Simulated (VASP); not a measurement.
# SnO (P4/nmm) in VASP: a series of runs, part 2 of 2

VASP 6.6.1. The steps go on from the part before.

### 5 Density of states, PBE

File POSCAR:

```
SnO
1.0
    3.8136952200      0.0000000000      0.0000000000
    0.0000000000      3.8136952200      0.0000000000
    0.0000000000      0.0000000000      4.8869133000
Sn O
2 2
Direct
    0.5000000000      0.0000000000      0.7646261400
    0.0000000000      0.5000000000      0.2353738600
    0.0000000000      0.0000000000      0.0000000000
    0.5000000000      0.5000000000      0.0000000000
```

File INCAR.step1:

```
PREC     = Accurate       # precision mode
ENCUT    = 910            # plane-wave cutoff, eV
EDIFF    = 1E-6           # SCF threshold, eV
ISMEAR   = -1             # smearing method
SIGMA    = 0.05           # smearing width, eV
LREAL    = F              # projectors in reciprocal space
LASPH    = T              # aspherical terms in the spheres
NELM     = 120            # most SCF steps
ALGO     = Normal         # electronic algorithm
ISIF     = 2              # what is computed and relaxed
LWAVE    = F              # write WAVECAR
LCHARG   = T              # write CHGCAR
GGA      = PE             # functional
NBANDS   = 28             # bands
GGA_COMPAT= F            
NEDOS    = 2001           # points of the DOS
LORBIT   = 11             # projections on sites
```

File KPOINTS.step1:

```
Automatic mesh
0
Gamma
  4 4 3
```

File INCAR.step2:

```
PREC     = Accurate       # precision mode
ENCUT    = 910            # plane-wave cutoff, eV
EDIFF    = 1E-6           # SCF threshold, eV
ISMEAR   = -5             # smearing method
SIGMA    = 0.05           # smearing width, eV
LREAL    = F              # projectors in reciprocal space
LASPH    = T              # aspherical terms in the spheres
NELM     = 120            # most SCF steps
ALGO     = Normal         # electronic algorithm
ISIF     = 2              # what is computed and relaxed
LWAVE    = F              # write WAVECAR
LCHARG   = F              # write CHGCAR
GGA      = PE             # functional
LORBIT   = 11             # projections on sites
NBANDS   = 28             # bands
NEDOS    = 2001           # points of the DOS
ICHARG   = 11             # starting density
GGA_COMPAT= F
```

File KPOINTS.step2:

```
Automatic mesh
0
Gamma
  6 6 5
```

Potentials or basis: VASP PAW PBE potentials, release 64 (Sn_d, O_h).

Run with:

```
cat potpaw_PBE.64/Sn_d/POTCAR potpaw_PBE.64/O_h/POTCAR > POTCAR
cp INCAR.step1 INCAR
cp KPOINTS.step1 KPOINTS
mpirun -np 1 vasp_std > vasp.out
cp INCAR.step2 INCAR
cp KPOINTS.step2 KPOINTS
mpirun -np 1 vasp_std > vasp.out
```

OUTCAR:

```text
PREC = Accurate
   ENCUT = 910
   EDIFF = 1E-6
   ISMEAR = -5
   LREAL = F
   LASPH = T
   NELM = 120
   ISIF = 2
   GGA = PE
   LORBIT = 11
   ICHARG = 11

 ion  position               nearest neighbor table
   1  0.500  0.000  0.765-   3 2.23   4 2.23   4 2.23   3 2.23   2 3.54   2 3.54   2 3.54   2 3.54
                             2 3.74   2 3.74   2 3.74   2 3.74
   2  0.000  0.500  0.235-   3 2.23   4 2.23   3 2.23   4 2.23   1 3.54   1 3.54   1 3.54   1 3.54
                             1 3.74   1 3.74   1 3.74   1 3.74
   3  0.000  0.000  0.000-   1 2.23   2 2.23   2 2.23   1 2.23
   4  0.500  0.500  0.000-   1 2.23   2 2.23   1 2.23   2 2.23

  LATTYP: Found a simple tetragonal cell.
 ALAT       =     3.8136952200
 C/A-ratio  =     1.2814116016

  Lattice vectors:

 A1 = (   3.8136952200,   0.0000000000,   0.0000000000)
 A2 = (   0.0000000000,   3.8136952200,   0.0000000000)
 A3 = (   0.0000000000,   0.0000000000,   4.8869133000)

Analysis of symmetry for initial positions (statically):
=====================================================================
 Subroutine PRICEL returns:
[... 191 lines left out ...]
      4     -14.3446      2.00000
      5     -14.2979      2.00000
      6     -14.2906      2.00000
[... 733 lines left out ...]
     27      16.3189      0.00000
     28      16.3189      0.00000

 [... further k-points ...]

------------------------ aborting loop because EDIFF is reached ----------------------------------------

  FORCE on cell =-STRESS in cart. coord.  units (eV):
  Direction    XX          YY          ZZ          XY          YZ          ZX
  --------------------------------------------------------------------------------------
  -------------------------------------------------------------------------------------
  Total        1.8505669      1.8505669      1.4900032      0.0000000     -0.0000000      0.0000000
  in kB       41.7146672     41.7146672     33.5869966      0.0000000     -0.0000000      0.0000000
  external PRESSURE =      39.0054437 kB  Pullay stress =       0.0000000 kB

 VOLUME and BASIS-vectors are now :
 -----------------------------------------------------------------------------
  energy-cutoff  :      910.00
  volume of cell :       71.08
      direct lattice vectors                 reciprocal lattice vectors
     3.813695220  0.000000000  0.000000000     0.262212878  0.000000000  0.000000000
     0.000000000  3.813695220  0.000000000     0.000000000  0.262212878  0.000000000
     0.000000000  0.000000000  4.886913300     0.000000000  0.000000000  0.204628144

 POSITION                                       TOTAL-FORCE (eV/Angst)
 -----------------------------------------------------------------------------------
      1.90685      0.00000      3.73666         0.000000      0.000000     -0.451986
      0.00000      1.90685      1.15025        -0.000000     -0.000000      0.451986
      0.00000      0.00000      0.00000         0.000000     -0.000000      0.000000
      1.90685      1.90685      0.00000        -0.000000     -0.000000      0.000000
 -----------------------------------------------------------------------------------
    total drift:                                0.000000      0.000000     -0.000000

  FREE ENERGIE OF THE ION-ELECTRON SYSTEM (eV)
  ---------------------------------------------------
  free  energy   TOTEN  =       -22.6999206354 eV

  energy  without entropy=      -22.6999206354  energy(sigma->0) =      -22.69992064

 total charge

# of ion       s       p       d       tot
------------------------------------------
    1        1.257   0.789  10.076  12.123
    2        1.257   0.789  10.076  12.123
    3        1.057   2.308   0.000   3.364
    4        1.057   2.308   0.000   3.364
--------------------------------------------------
tot          4.628   6.194  20.152  30.974
```

OSZICAR.step1:

```text
N       E                     dE             d eps       ncg     rms          rms(c)
DAV:   1     0.528318660660E+03    0.52832E+03   -0.27083E+04   688   0.305E+03
DAV:   2     0.874423003638E+02   -0.44088E+03   -0.42461E+03   672   0.727E+02
DAV:   3    -0.167336091526E+02   -0.10418E+03   -0.10085E+03   888   0.221E+02
DAV:   4    -0.260984469637E+02   -0.93648E+01   -0.92475E+01   796   0.660E+01
DAV:   5    -0.263696641998E+02   -0.27122E+00   -0.27093E+00   708   0.118E+01    0.118E+01
DAV:   6    -0.226939437973E+02    0.36757E+01   -0.15527E+01  1116   0.434E+01    0.493E+00
DAV:   7    -0.227123014612E+02   -0.18358E-01   -0.20771E+00   792   0.849E+00    0.258E+00
DAV:   8    -0.226990827793E+02    0.13219E-01   -0.31003E-01   920   0.398E+00    0.837E-01
DAV:   9    -0.226910952209E+02    0.79876E-02   -0.45390E-02  1104   0.222E+00    0.263E-01
DAV:  10    -0.226925198050E+02   -0.14246E-02   -0.70821E-03   888   0.776E-01    0.151E-01
DAV:  11    -0.226921664416E+02    0.35336E-03   -0.17633E-03  1036   0.398E-01    0.190E-02
DAV:  12    -0.226922101620E+02   -0.43720E-04   -0.33038E-04   692   0.106E-01    0.344E-02
DAV:  13    -0.226922027891E+02    0.73729E-05   -0.20007E-05   848   0.362E-02    0.110E-02
DAV:  14    -0.226922009323E+02    0.18568E-05   -0.62736E-06   804   0.195E-02    0.179E-03
DAV:  15    -0.226922009691E+02   -0.36827E-07   -0.72809E-07   360   0.663E-03
   1 F= -.22692201E+02 E0= -.22690915E+02  d E =-.257150E-02
```

It took 69 s on 1 thread of AMD EPYC 9R45 (Zen 5), shared host; peak memory 0.28 GiB.

What came out:

```
Valence electrons inside the program's atomic spheres : Sn 12.12; O 3.36
```

Caveat: the k points lie up to 0.43 Å⁻¹ apart; the cutoff is under 1.25 times the usual one of these potentials, so pressure, stress and relaxed cells hold a basis-set (Pulay) error; spin-orbit coupling is left out, which moves the levels of the heavy elements.

### 6 Density of states, BLYP

POSCAR is that of step 5.

File INCAR.step1:

```
  PREC = Accurate
  ENCUT = 910
  EDIFF = 1E-6
  ISMEAR = -1
  SIGMA = 0.05
  LREAL = F
  LASPH = T
  NELM = 120
  ALGO = Normal
  ISIF = 2
  LWAVE = F
  LCHARG = T
  GGA = B5
  ALDAX = 1.0
  AGGAX = 1.0
  AGGAC = 1.0
  ALDAC = 0.0
  NBANDS = 28
  GGA_COMPAT = F
  NEDOS = 2001
  LORBIT = 11
```

KPOINTS.step1 is that of step 5.

File INCAR.step2:

```
  PREC = Accurate
  ENCUT = 910
  EDIFF = 1E-6
  ISMEAR = -5
  SIGMA = 0.05
  LREAL = F
  LASPH = T
  NELM = 120
  ALGO = Normal
  ISIF = 2
  LWAVE = F
  LCHARG = F
  GGA = B5
  ALDAX = 1.0
  AGGAX = 1.0
  AGGAC = 1.0
  ALDAC = 0.0
  LORBIT = 11
  NEDOS = 2001
  ICHARG = 11
  GGA_COMPAT = F
```

KPOINTS.step2 is that of step 5.

Potentials or basis: VASP PAW PBE potentials, release 64 (Sn_d, O_h).

Run with:

```
cat potpaw_PBE.64/Sn_d/POTCAR potpaw_PBE.64/O_h/POTCAR > POTCAR
cp INCAR.step1 INCAR
cp KPOINTS.step1 KPOINTS
mpirun -np 1 vasp_std > vasp.out
cp INCAR.step2 INCAR
cp KPOINTS.step2 KPOINTS
mpirun -np 1 vasp_std > vasp.out
```

Wall time 2.1 min (1 thread of Intel Xeon Platinum 8259CL at 2.50GHz (Skylake/Cascade Lake), shared host); peak memory 0.3 GiB.

It converged, with:

```yaml
Valence_electrons_inside_the_program's_atomic_spheres: Sn 12.13; O 3.38
```

Levels at points of the mesh, in eV from the valence-band top:
| k point | band 17 | band 18 | band 19 | band 20 | band 21 | band 22 | band 23 | band 24 |
| --- | --- | --- | --- | --- | --- | --- | --- | --- |
| (0.00, 0.00, 0.00) | -3.40 | -3.11 | -3.11 | 0.00 | 2.20 | 4.38 | 4.79 | 4.79 |
| (0.50, 0.00, 0.00) | -4.74 | -4.74 | -2.59 | -2.59 | 3.24 | 3.24 | 5.93 | 5.94 |
| (0.50, 0.50, 0.00) | -2.46 | -2.46 | -1.90 | -1.90 | 0.36 | 0.36 | 4.74 | 4.74 |

Caveat: the k points lie up to 0.43 Å⁻¹ apart; the cutoff is under 1.25 times the usual one of these potentials, so pressure, stress and relaxed cells hold a basis-set (Pulay) error; the PAW data sets were made with another functional, which shifts forces and pressure a little; spin-orbit coupling is left out, which moves the levels of the heavy elements.
